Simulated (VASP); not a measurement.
# Ca2Gd (Fm-3m) in VASP: single point with PBE

Aim: the single point of Ca2Gd with PBE.

Everything below comes from runs of VASP 6.6.1. Logs are shortened: lines on timing, memory, paths and dates and some standing lists are left out, and cuts for length are marked.

## 1. The cell of the first run

The structure is cubic, space group Fm-3m (No. 225). Conventional cell: a = 8.357 Å, b = 8.357 Å, c = 8.357 Å, α = 90.00°, β = 90.00°, γ = 90.00°. Within 4.8 Å of Ca (site symmetry -43m) lie 4 Gd at 3.62 Å and 6 Ca at 4.18 Å. Gd (site symmetry m-3m) has 8 Ca at 3.62 Å within 4.8 Å.

The cell was generated, and may not be a known phase.

## 2. Single point, PBE, collinear spin, ferromagnetic start

Contents of INCAR:

```
SYSTEM = Ca2Gd
PREC = Accurate ; ENCUT = 520
EDIFF = 1E-6 ; ISMEAR = 0
SIGMA = 0.1 ; LREAL = .False.
LASPH = .True. ; NELM = 150
ALGO = Fast ; ISIF = 2
LWAVE = .False. ; LCHARG = .True.
ISPIN = 2 ; MAGMOM = 0 0 7
LORBIT = 11 ; LMAXMIX = 6
GGA = PE ; LELF = .True.
LVHAR = .True. ; NBANDS = 30
```

Contents of KPOINTS:

```
Automatic mesh
0
Gamma
  4 4 4
  0 0 0
```

Contents of POSCAR:

```
Ca2Gd
1.0
    0.0000000000      4.1782754344      4.1782754344
    4.1782754344      0.0000000000      4.1782754344
    4.1782754344      4.1782754344      0.0000000000
Ca Gd
2 1
Direct
    0.2500000000      0.2500000000      0.2500000000
    0.7500000000      0.7500000000      0.7500000000
    0.0000000000      0.0000000000      0.0000000000
```

Potentials or basis: VASP PAW PBE potentials, release 64 (Ca_sv, Gd).

Started as:

```sh
> cat potpaw_PBE.64/Ca_sv/POTCAR potpaw_PBE.64/Gd/POTCAR > POTCAR
> mpirun -np 1 vasp_std > vasp.out
```

OUTCAR:

```text
SYSTEM = Ca2Gd
   PREC = Accurate
   ENCUT = 520
   EDIFF = 1E-6
   ISMEAR = 0
   LREAL = .False.
   LASPH = .True.
   NELM = 150
   ISIF = 2
   ISPIN = 2
   LORBIT = 11
   GGA = PE

 ion  position               nearest neighbor table
   1  0.250  0.250  0.250-
   2  0.750  0.750  0.750-
   3  0.000  0.000  0.000-

  LATTYP: Found a face centered cubic cell.
 ALAT       =     8.3565508688

  Lattice vectors:

 A1 = (   0.0000000000,   4.1782754344,   4.1782754344)
 A2 = (   4.1782754344,   0.0000000000,   4.1782754344)
 A3 = (   4.1782754344,   4.1782754344,   0.0000000000)

Analysis of symmetry for initial positions (statically):
=====================================================================
 Subroutine PRICEL returns:
 Original cell was already a primitive cell.

 Routine SETGRP: Setting up the symmetry group for a
 face centered cubic supercell.

 Subroutine GETGRP returns: Found 48 space group operations
 (whereof 48 operations were pure point group operations)
 out of a pool of 48 trial point group operations.

The static configuration has the point symmetry O_h .

Analysis of symmetry for dynamics (positions and initial velocities):
=====================================================================
 Subroutine PRICEL returns:
 Original cell was already a primitive cell.

 Routine SETGRP: Setting up the symmetry group for a
 face centered cubic supercell.

 Subroutine GETGRP returns: Found 48 space group operations
 (whereof 48 operations were pure point group operations)
 out of a pool of 48 trial point group operations.

The dynamic configuration has the point symmetry O_h .

Analysis of structural, dynamic, and magnetic symmetry:
=====================================================================
 Subroutine PRICEL returns:
 Original cell was already a primitive cell.

 Routine SETGRP: Setting up the symmetry group for a
 face centered cubic supercell.

 Subroutine GETGRP returns: Found 48 space group operations
 (whereof 48 operations were pure point group operations)
 out of a pool of 48 trial point group operations.

The overall configuration has the point symmetry O_h .

 Subroutine INISYM returns: Found 48 space group operations
 (whereof 48 operations are pure point group operations),
 and found     1 'primitive' translations

----------------------------------------------------------------------------------------

                                     Primitive cell

  volume of cell :     145.8885

  direct lattice vectors                    reciprocal lattice vectors
     0.000000000  4.178275434  4.178275434    -0.119666596  0.119666596  0.119666596
     4.178275434  0.000000000  4.178275434     0.119666596 -0.119666596  0.119666596
     4.178275434  4.178275434  0.000000000     0.119666596  0.119666596 -0.119666596

  length of vectors
     5.908973787  5.908973787  5.908973787     0.207268625  0.207268625  0.207268625

  position of ions in fractional coordinates (direct lattice)
     0.250000000  0.250000000  0.250000000
     0.750000000  0.750000000  0.750000000
     0.000000000  0.000000000  0.000000000

  ion indices of the primitive-cell ions
   primitive index   ion index
                 1           1
                 2           2
                 3           3

----------------------------------------------------------------------------------------

 KPOINTS: Automatic mesh

Automatic generation of k-mesh.
 Grid dimensions read from file:
 generate k-points for:    4    4    4

 Generating k-lattice:

  Cartesian coordinates                     Fractional coordinates (reciprocal lattice)
    -0.029916649  0.029916649  0.029916649     0.250000000  0.000000000  0.000000000
     0.029916649 -0.029916649  0.029916649     0.000000000  0.250000000  0.000000000
     0.029916649  0.029916649 -0.029916649     0.000000000  0.000000000  0.250000000

  Length of vectors
     0.051817156  0.051817156  0.051817156

  Shift w.r.t. Gamma in fractional coordinates (k-lattice)
     0.000000000  0.000000000  0.000000000

 Subroutine IBZKPT returns following result:
 ===========================================

 Found      8 irreducible k-points:

 Following reciprocal coordinates:
            Coordinates               Weight
  0.000000  0.000000  0.000000      1.000000
  0.250000  0.000000  0.000000      8.000000
  0.500000  0.000000  0.000000      4.000000
  0.250000  0.250000  0.000000      6.000000
  0.500000  0.250000  0.000000     24.000000
 -0.250000  0.250000  0.000000     12.000000
  0.500000  0.500000  0.000000      3.000000
 -0.250000  0.500000  0.250000      6.000000
   k-points           NKPTS =      8   k-points in BZ     NKDIM =      8   number of bands    NBANDS=     30
   number of dos      NEDOS =    301   number of ions     NIONS =      3
   total plane-waves  NPLWV = 110592
   dimension x,y,z NGX =    48 NGY =   48 NGZ =   48
   dimension x,y,z NGXF=    96 NGYF=   96 NGZF=   96
   ions per type =               2   1
   NGX,Y,Z   is equivalent  to a cutoff of  13.50, 13.50, 13.50 a.u.
   NGXF,Y,Z  is equivalent  to a cutoff of  27.01, 27.01, 27.01 a.u.
 SYSTEM =  Ca2Gd
   PREC   = accura    normal or accurate (medium, high low for compatibility)
   ISTART =      0    job   : 0-new  1-cont  2-samecut
   ICHARG =      2    charge: 1-file 2-atom 10-const
   ISPIN  =      2    spin polarized calculation?
   LNONCOLLINEAR =      F non collinear calculations
   LSORBIT =      F    spin-orbit coupling
   LASPH  =      T    aspherical Exc in radial PAW
   ENCUT  =  520.0 eV  38.22 Ry    6.18 a.u.  10.99 10.99 10.99*2*pi/ulx,y,z
   NELM   =    150;   NELMIN=  2; NELMDL= -5     # of ELM steps
   EDIFF  = 0.1E-05   stopping-criterion for ELM
   LREAL  =      F    real-space projection
[... 7 lines left out ...]
   TEBEG  =    0.0;   TEEND  =   0.0 temperature during run
   PSTRESS=    0.0 pullay stress
   NELECT =      38.0000    total number of electrons
   NUPDOWN=      -1.0000    fix difference up-down
   EMIN   =  10.00;   EMAX   =-10.00  energy-range for DOS
   EFERMI =   0.00;   METHOD = LEGACY
   ISMEAR =     0;   SIGMA  =   0.10  broadening in eV -4-tet -1-fermi 0-gaus
   EFERMI_NEDOS =   21; number of points for ismear=-14 and -15
   IALGO  =     68    algorithm
   IMIX   =      4    mixing-type and parameters
     AMIX     =   0.40;   BMIX     =  1.00
     AMIX_MAG =   1.60;   BMIX_MAG =  1.00
  volume/ion in A,a.u.               =      48.63       328.17
  Fermi-wavevector in a.u.,A,eV,Ry     =   1.045512  1.975731 14.872461  1.093095
  Thomas-Fermi vector in A             =   2.180311
   LORBIT       =     11    0 simple, 1 ext, 2 COOP (PROOUT), +10 PAW based schemes
   GGA     = PE    functional components
   LHFCALC =     F    Hartree Fock is set to
   AEXX    =    0.0000 exact exchange contribution
   IVDW    =     0    specifies the selected vdW correction
   LEPSILON=     F    determine dielectric tensor
   LRPA    =     F    only Hartree local field effects (RPA)
 spin polarized calculation
 RMM-DIIS sequential band-by-band and
 Gauss-broadening in eV      SIGMA  =   0.10
  energy-cutoff  :      520.00
  volume of cell :      145.89
 maximum number of plane-waves:      3972
 NGX is ok and might be reduce to    48
   NGX = 21   NGY = 21   NGZ = 21

 number of electron      37.9999998 magnetization       8.0003530

 Free energy of the ion-electron system (eV)
  ---------------------------------------------------
  ext. energy  EPLUGINS =         0.00000000
  ---------------------------------------------------
  free energy    TOTEN  =       -13.50691512 eV

  energy without entropy =      -13.45851055  energy(sigma->0) =      -13.48271284

 E-fermi :   1.1711     XC(G=0):  -7.5713

 val. band max:        1.1685100121   @ k =   0.2500   0.0000   0.0000
 cond. band min:       1.1742916660   @ k =   0.5000   0.2500   0.0000
 fundamental gap:      0.0057816539
 Fermi energy:         1.1710893625

 spin component 1

 k-point     1 :       0.0000    0.0000    0.0000
  band No.  band energies     occupation
      1     -44.6442      1.00000
      2     -40.8140      1.00000
      3     -40.8087      1.00000
      4     -22.1018      1.00000
      5     -22.1018      1.00000
      6     -22.1018      1.00000
[... 22 lines left out ...]
     29       4.5858      0.00000
     30       4.6188      0.00000
[... 199 lines left out ...]
 k-point     8 :      -0.2500    0.5000    0.2500
  band No.  band energies     occupation
      1     -44.6441      1.00000
      2     -40.8114      1.00000
      3     -40.8114      1.00000
      4     -22.1261      1.00000
      5     -22.1034      1.00000
      6     -22.1034      1.00000
[... 22 lines left out ...]
     29       3.2681      0.00000
     30       3.2681      0.00000
 Fermi energy:         1.1710893625

 spin component 2

 k-point     1 :       0.0000    0.0000    0.0000
  band No.  band energies     occupation
      1     -41.4047      1.00000
      2     -40.7688      1.00000
      3     -40.7644      1.00000
      4     -21.7716      1.00000
      5     -21.7716      1.00000
      6     -21.7716      1.00000
[... 22 lines left out ...]
     29       4.6691      0.00000
     30       4.6691      0.00000
[... 200 lines left out ...]
  band No.  band energies     occupation
      1     -41.4039      1.00000
      2     -40.7671      1.00000
      3     -40.7671      1.00000
      4     -21.7837      1.00000
      5     -21.7768      1.00000
      6     -21.7606      1.00000
[... 22 lines left out ...]
     29       3.5203      0.00000
     30       3.5252      0.00000

------------------------ aborting loop because EDIFF is reached ----------------------------------------

  FORCE on cell =-STRESS in cart. coord.  units (eV):
  Direction    XX          YY          ZZ          XY          YZ          ZX
  --------------------------------------------------------------------------------------
  -------------------------------------------------------------------------------------
  Total        0.0620881      0.0620881      0.0620881     -0.0000000      0.0000000     -0.0000000
  in kB        0.6818645      0.6818645      0.6818645     -0.0000000      0.0000000     -0.0000000
  external PRESSURE =       0.6818645 kB  Pullay stress =       0.0000000 kB

 VOLUME and BASIS-vectors are now :
 -----------------------------------------------------------------------------
  energy-cutoff  :      520.00
  volume of cell :      145.89
      direct lattice vectors                 reciprocal lattice vectors
     0.000000000  4.178275434  4.178275434    -0.119666596  0.119666596  0.119666596
     4.178275434  0.000000000  4.178275434     0.119666596 -0.119666596  0.119666596
     4.178275434  4.178275434  0.000000000     0.119666596  0.119666596 -0.119666596

 POSITION                                       TOTAL-FORCE (eV/Angst)
 -----------------------------------------------------------------------------------
      2.08914      2.08914      2.08914         0.000000      0.000000      0.000000
      6.26741      6.26741      6.26741        -0.000000     -0.000000     -0.000000
      0.00000      0.00000      0.00000         0.000000     -0.000000      0.000000
 -----------------------------------------------------------------------------------
    total drift:                               -0.000000     -0.000000      0.000000

  FREE ENERGIE OF THE ION-ELECTRON SYSTEM (eV)
  ---------------------------------------------------
  free  energy   TOTEN  =       -13.5069151188 eV

  energy  without entropy=      -13.4585105522  energy(sigma->0) =      -13.48271284

 total charge

# of ion       s       p       d       f       tot
--------------------------------------------------
    1        2.097   5.824   0.160   0.000   8.082
    2        2.097   5.824   0.160   0.000   8.082
    3        2.085   5.550   0.509   7.061  15.206
--------------------------------------------------
tot          6.279  17.199   0.830   7.061  31.370

 magnetization (x)

# of ion       s       p       d       f       tot
--------------------------------------------------
    1        0.000   0.007   0.042   0.000   0.049
    2        0.000   0.007   0.042   0.000   0.049
    3        0.018  -0.078   0.288   6.737   6.965
--------------------------------------------------
tot          0.019  -0.063   0.372   6.737   7.064
```

Wall time 23 min (1 thread of Oxide Virtual Turin-like, shared host); peak memory 0.4 GiB.

Results:

- Free energy: -13.5069 eV
- Pressure: 0.1 GPa
- Band gap on the k mesh: zero (filled and empty bands overlap)
- Net moment: 8.00 μB per cell
- Site moments: Ca +0.05; Gd +6.96 μB
- Valence electrons inside the program's atomic spheres: Ca 8.08; Gd 15.21

Levels at points of the mesh, in eV from the Fermi level:
Spin up:
```tsv
k point	band 21	band 22	band 23	band 24	band 25	band 26
(0.00, 0.00, 0.00)	-0.09	-0.09	-0.02	-0.02	-0.02	0.93
(0.50, 0.00, 0.00)	-1.48	-0.18	-0.18	0.03	0.52	0.52
(0.50, 0.50, 0.00)	-1.47	-1.03	-0.60	0.51	0.51	0.88
```
Spin down:
```
           k point  band 12  band 13  band 14  band 15  band 16  band 17
(0.00, 0.00, 0.00)   -20.86    -3.48     0.15     0.19     0.19     0.19
(0.50, 0.00, 0.00)   -20.86    -2.06    -1.23     0.14     0.14     0.16
(0.50, 0.50, 0.00)   -20.86    -1.19    -1.17    -0.54    -0.20     0.11
```

Caveat: spin-orbit coupling is left out, which moves the levels of the heavy elements; semilocal functionals describe open f shells poorly, which spoils levels, moments and volumes.
